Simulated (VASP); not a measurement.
# CdS (Fm-3m) in VASP: single point with PBEsol

Aim: the single point of CdS with PBEsol.

All numbers are computed with VASP 6.6.1; they aren't measurements. Logs are shortened: lines on timing, memory, paths and dates and some standing lists are left out, and cuts for length are marked.

### 1 The cell of the first run

It takes space group Fm-3m (No. 225, cubic). The conventional cell has a = 5.506 Å, b = 5.506 Å, c = 5.506 Å, α = 90.00°, β = 90.00°, γ = 90.00°. Within 3.6 Å of Cd (site symmetry m-3m) lie 6 S at 2.75 Å. S (site symmetry m-3m) has 6 Cd at 2.75 Å within 3.6 Å.

### 2 Single point, PBEsol

INCAR

```
SYSTEM = CdS
ALGO     = Normal         ! electronic algorithm
EDIFF    = 1E-6           ! SCF threshold, eV
ENCUT    = 500            ! plane-wave cutoff, eV
GGA      = PS             ! functional
GGA_COMPAT= .FALSE.      
ISIF     = 2              ! what is computed and relaxed
ISMEAR   = 0              ! smearing method
LASPH    = .TRUE.         ! aspherical terms in the spheres
LCHARG   = .FALSE.        ! write CHGCAR
LREAL    = .FALSE.        ! projectors in reciprocal space
LWAVE    = .FALSE.        ! write WAVECAR
NBANDS   = 16             ! bands
NELM     = 120            ! most SCF steps
PREC     = Accurate       ! precision mode
SIGMA    = 0.01           ! smearing width, eV
```

KPOINTS

```
k-points
0
G
  4 4 4
  0 0 0
```

POSCAR

```
CdS
1.0
    0.0000000000      2.7532450000      2.7532450000
    2.7532450000      0.0000000000      2.7532450000
    2.7532450000      2.7532450000      0.0000000000
Cd S
1 1
Direct
    0.0000000000      0.0000000000      0.0000000000
    0.5000000000      0.5000000000      0.5000000000
```

Potentials or basis: VASP PAW PBE potentials, release 64 (Cd, S).

On the command line:

```
$ cat potpaw_PBE.64/Cd/POTCAR potpaw_PBE.64/S/POTCAR > POTCAR
$ mpirun -np 1 vasp_std > vasp.out
```

OUTCAR:

```text
SYSTEM = CdS
   EDIFF = 1E-6
   ENCUT = 500
   GGA = PS
   ISIF = 2
   ISMEAR = 0
   LASPH = .TRUE.
   LREAL = .FALSE.
   NELM = 120
   PREC = Accurate

 ion  position               nearest neighbor table
   1  0.000  0.000  0.000-   2 2.75   2 2.75   2 2.75   2 2.75   2 2.75   2 2.75
   2  0.500  0.500  0.500-   1 2.75   1 2.75   1 2.75   1 2.75   1 2.75   1 2.75

  LATTYP: Found a face centered cubic cell.
 ALAT       =     5.5064900000

  Lattice vectors:

 A1 = (   0.0000000000,   2.7532450000,   2.7532450000)
 A2 = (   2.7532450000,   0.0000000000,   2.7532450000)
 A3 = (   2.7532450000,   2.7532450000,   0.0000000000)

Analysis of symmetry for initial positions (statically):
=====================================================================
 Subroutine PRICEL returns:
 Original cell was already a primitive cell.

 Routine SETGRP: Setting up the symmetry group for a
 face centered cubic supercell.

 Subroutine GETGRP returns: Found 48 space group operations
 (whereof 48 operations were pure point group operations)
 out of a pool of 48 trial point group operations.

The static configuration has the point symmetry O_h .

Analysis of symmetry for dynamics (positions and initial velocities):
=====================================================================
 Subroutine PRICEL returns:
 Original cell was already a primitive cell.

 Routine SETGRP: Setting up the symmetry group for a
 face centered cubic supercell.

 Subroutine GETGRP returns: Found 48 space group operations
 (whereof 48 operations were pure point group operations)
 out of a pool of 48 trial point group operations.

The dynamic configuration has the point symmetry O_h .

 Subroutine INISYM returns: Found 48 space group operations
 (whereof 48 operations are pure point group operations),
 and found     1 'primitive' translations

----------------------------------------------------------------------------------------

                                     Primitive cell

  volume of cell :      41.7412

  direct lattice vectors                    reciprocal lattice vectors
     0.000000000  2.753245000  2.753245000    -0.181603889  0.181603889  0.181603889
     2.753245000  0.000000000  2.753245000     0.181603889 -0.181603889  0.181603889
     2.753245000  2.753245000  0.000000000     0.181603889  0.181603889 -0.181603889

  length of vectors
     3.893676420  3.893676420  3.893676420     0.314547163  0.314547163  0.314547163

  position of ions in fractional coordinates (direct lattice)
     0.000000000  0.000000000  0.000000000
     0.500000000  0.500000000  0.500000000

  ion indices of the primitive-cell ions
   primitive index   ion index
                 1           1
                 2           2

----------------------------------------------------------------------------------------

 KPOINTS: k-points

Automatic generation of k-mesh.
 Grid dimensions read from file:
 generate k-points for:    4    4    4

 Generating k-lattice:

  Cartesian coordinates                     Fractional coordinates (reciprocal lattice)
    -0.045400972  0.045400972  0.045400972     0.250000000  0.000000000  0.000000000
     0.045400972 -0.045400972  0.045400972     0.000000000  0.250000000  0.000000000
     0.045400972  0.045400972 -0.045400972     0.000000000  0.000000000  0.250000000

  Length of vectors
     0.078636791  0.078636791  0.078636791

  Shift w.r.t. Gamma in fractional coordinates (k-lattice)
     0.000000000  0.000000000  0.000000000

 Subroutine IBZKPT returns following result:
 ===========================================

 Found      8 irreducible k-points:

 Following reciprocal coordinates:
            Coordinates               Weight
  0.000000  0.000000  0.000000      1.000000
  0.250000  0.000000  0.000000      8.000000
  0.500000  0.000000  0.000000      4.000000
  0.250000  0.250000  0.000000      6.000000
  0.500000  0.250000  0.000000     24.000000
 -0.250000  0.250000  0.000000     12.000000
  0.500000  0.500000  0.000000      3.000000
 -0.250000  0.500000  0.250000      6.000000
   k-points           NKPTS =      8   k-points in BZ     NKDIM =      8   number of bands    NBANDS=     16
   number of dos      NEDOS =    301   number of ions     NIONS =      2
   total plane-waves  NPLWV =  21952
   dimension x,y,z NGX =    28 NGY =   28 NGZ =   28
   dimension x,y,z NGXF=    56 NGYF=   56 NGZF=   56
   ions per type =               1   1
   NGX,Y,Z   is equivalent  to a cutoff of  11.95, 11.95, 11.95 a.u.
   NGXF,Y,Z  is equivalent  to a cutoff of  23.91, 23.91, 23.91 a.u.
 SYSTEM =  CdS
   PREC   = accura    normal or accurate (medium, high low for compatibility)
   ISTART =      0    job   : 0-new  1-cont  2-samecut
   ICHARG =      2    charge: 1-file 2-atom 10-const
   ISPIN  =      1    spin polarized calculation?
   LNONCOLLINEAR =      F non collinear calculations
   LSORBIT =      F    spin-orbit coupling
   LASPH  =      T    aspherical Exc in radial PAW
   ENCUT  =  500.0 eV  36.75 Ry    6.06 a.u.   7.10  7.10  7.10*2*pi/ulx,y,z
   NELM   =    120;   NELMIN=  2; NELMDL= -5     # of ELM steps
   EDIFF  = 0.1E-05   stopping-criterion for ELM
   LREAL  =      F    real-space projection
   EDIFFG = 0.1E-04   stopping-criterion for IOM
   NSW    =      0    number of steps for IOM
   IBRION =     -1    ionic relax: 0-MD 1-quasi-New 2-CG
   NFREE  =      0    steps in history (QN), initial steepest desc. (CG)
   ISIF   =      2    stress and relaxation
   ISYM   =      2    0-nonsym 1-usesym 2-fastsym
   POTIM  = 0.5000    time-step for ionic-motion
   TEBEG  =    0.0;   TEEND  =   0.0 temperature during run
   PSTRESS=    0.0 pullay stress
   NELECT =      18.0000    total number of electrons
   NUPDOWN=      -1.0000    fix difference up-down
   EMIN   =  10.00;   EMAX   =-10.00  energy-range for DOS
   EFERMI =   0.00;   METHOD = LEGACY
   ISMEAR =     0;   SIGMA  =   0.01  broadening in eV -4-tet -1-fermi 0-gaus
   EFERMI_NEDOS =   21; number of points for ismear=-14 and -15
   IALGO  =     38    algorithm
   IMIX   =      4    mixing-type and parameters
     AMIX     =   0.40;   BMIX     =  1.00
     AMIX_MAG =   1.60;   BMIX_MAG =  1.00
  volume/ion in A,a.u.               =      20.87       140.84
  Fermi-wavevector in a.u.,A,eV,Ry     =   1.236832  2.337274 20.813568  1.529754
  Thomas-Fermi vector in A             =   2.371424
   LORBIT       =      0    0 simple, 1 ext, 2 COOP (PROOUT), +10 PAW based schemes
   GGA     = PS    functional components
   LHFCALC =     F    Hartree Fock is set to
   AEXX    =    0.0000 exact exchange contribution
   IVDW    =     0    specifies the selected vdW correction
   LEPSILON=     F    determine dielectric tensor
   LRPA    =     F    only Hartree local field effects (RPA)
 non-spin polarized calculation
 Gauss-broadening in eV      SIGMA  =   0.01
  energy-cutoff  :      500.00
  volume of cell :       41.74
 maximum number of plane-waves:      1068
   NGX = 15   NGY = 15   NGZ = 15

 number of electron      17.9999990 magnetization

 Free energy of the ion-electron system (eV)
  ---------------------------------------------------
  ext. energy  EPLUGINS =         0.00000000
  ---------------------------------------------------
  free energy    TOTEN  =        -6.53440225 eV

  energy without entropy =       -6.53440225  energy(sigma->0) =       -6.53440225

 E-fermi :   2.7044     XC(G=0): -10.5001

 val. band max:        2.6631788056   @ k =   0.5000   0.0000   0.0000
 cond. band min:       2.7445447251   @ k =   0.5000   0.5000   0.0000
 fundamental gap:      0.0813659195
 Fermi energy:         2.7043824196

 k-point     1 :       0.0000    0.0000    0.0000
  band No.  band energies     occupation
      1     -10.0189      2.00000
      2      -4.9650      2.00000
      3      -4.9650      2.00000
      4      -4.9650      2.00000
      5      -4.9644      2.00000
      6      -4.9644      2.00000
[... 8 lines left out ...]
     15      13.7895      0.00000
     16      13.7895      0.00000

 k-point     2 :       0.2500    0.0000    0.0000
  band No.  band energies     occupation
      1      -9.5324      2.00000
      2      -5.1130      2.00000
      3      -5.1130      2.00000
      4      -5.0316      2.00000
      5      -4.8670      2.00000
      6      -4.8670      2.00000
[... 8 lines left out ...]
     15      13.3824      0.00000
     16      13.3824      0.00000

 k-point     3 :       0.5000    0.0000    0.0000
  band No.  band energies     occupation
      1      -8.8982      2.00000
      2      -5.2529      2.00000
      3      -5.2529      2.00000
      4      -5.2082      2.00000
      5      -4.7662      2.00000
      6      -4.7662      2.00000
[... 8 lines left out ...]
     15      15.5964      0.00000
     16      15.5964      0.00000

 k-point     4 :       0.2500    0.2500    0.0000
  band No.  band energies     occupation
      1      -9.4720      2.00000
      2      -5.0921      2.00000
      3      -5.0416      2.00000
      4      -4.9115      2.00000
      5      -4.8559      2.00000
      6      -4.8559      2.00000
[... 8 lines left out ...]
     15      15.5491      0.00000
     16      17.1006      0.00000

 k-point     5 :       0.5000    0.2500    0.0000
  band No.  band energies     occupation
      1      -9.0246      2.00000
      2      -5.0716      2.00000
      3      -5.0635      2.00000
      4      -4.9284      2.00000
      5      -4.7431      2.00000
      6      -4.6377      2.00000
[... 8 lines left out ...]
     15      16.1860      0.00000
     16      17.4349      0.00000

 k-point     6 :      -0.2500    0.2500    0.0000
  band No.  band energies     occupation
      1      -9.0777      2.00000
      2      -5.1935      2.00000
      3      -5.1445      2.00000
      4      -4.9872      2.00000
      5      -4.8228      2.00000
      6      -4.6950      2.00000
[... 8 lines left out ...]
     15      16.1805      0.00000
     16      16.6919      0.00000

 k-point     7 :       0.5000    0.5000    0.0000
  band No.  band energies     occupation
      1      -9.1285      2.00000
      2      -5.1182      2.00000
      3      -4.8583      2.00000
      4      -4.7024      2.00000
      5      -4.7024      2.00000
      6      -4.0404      2.00000
[... 8 lines left out ...]
     15      17.0004      0.00000
     16      17.2781      0.00000

 k-point     8 :      -0.2500    0.5000    0.2500
  band No.  band energies     occupation
      1      -8.9787      2.00000
      2      -5.0942      2.00000
      3      -4.9617      2.00000
      4      -4.9617      2.00000
      5      -4.7023      2.00000
      6      -4.2210      2.00000
[... 8 lines left out ...]
     15      15.3733      0.00000
     16      17.2666      0.00000

------------------------ aborting loop because EDIFF is reached ----------------------------------------

  FORCE on cell =-STRESS in cart. coord.  units (eV):
  Direction    XX          YY          ZZ          XY          YZ          ZX
  --------------------------------------------------------------------------------------
  -------------------------------------------------------------------------------------
  Total       -0.9351302     -0.9351302     -0.9351302      0.0000000      0.0000000      0.0000000
  in kB      -35.8936899    -35.8936899    -35.8936899      0.0000000      0.0000000      0.0000000
  external PRESSURE =     -35.8936899 kB  Pullay stress =       0.0000000 kB

 VOLUME and BASIS-vectors are now :
 -----------------------------------------------------------------------------
  energy-cutoff  :      500.00
  volume of cell :       41.74
      direct lattice vectors                 reciprocal lattice vectors
     0.000000000  2.753245000  2.753245000    -0.181603889  0.181603889  0.181603889
     2.753245000  0.000000000  2.753245000     0.181603889 -0.181603889  0.181603889
     2.753245000  2.753245000  0.000000000     0.181603889  0.181603889 -0.181603889

 POSITION                                       TOTAL-FORCE (eV/Angst)
 -----------------------------------------------------------------------------------
      0.00000      0.00000      0.00000         0.000000     -0.000000      0.000000
      2.75325      2.75325      2.75325        -0.000000      0.000000     -0.000000
 -----------------------------------------------------------------------------------
    total drift:                                0.000000      0.000000      0.000000

  FREE ENERGIE OF THE ION-ELECTRON SYSTEM (eV)
  ---------------------------------------------------
  free  energy   TOTEN  =        -6.5344022538 eV

  energy  without entropy=       -6.5344022538  energy(sigma->0) =       -6.53440225
```

It took 8.2 s on 1 thread of Intel Xeon Platinum 8259CL at 2.50GHz (Skylake/Cascade Lake), shared host; peak memory 0.15 GiB.

Results:

- Free energy: -6.5344 eV
- Pressure: -3.6 GPa
- Band gap on the k mesh: 0.08 eV (least direct gap 1.38 eV)

Caveat: the k points lie up to 0.49 Å⁻¹ apart; semilocal functionals underestimate gaps, and a narrow one can read as zero; the PAW data sets were made with another functional, which shifts forces and pressure a little. A k mesh can miss the band edges.
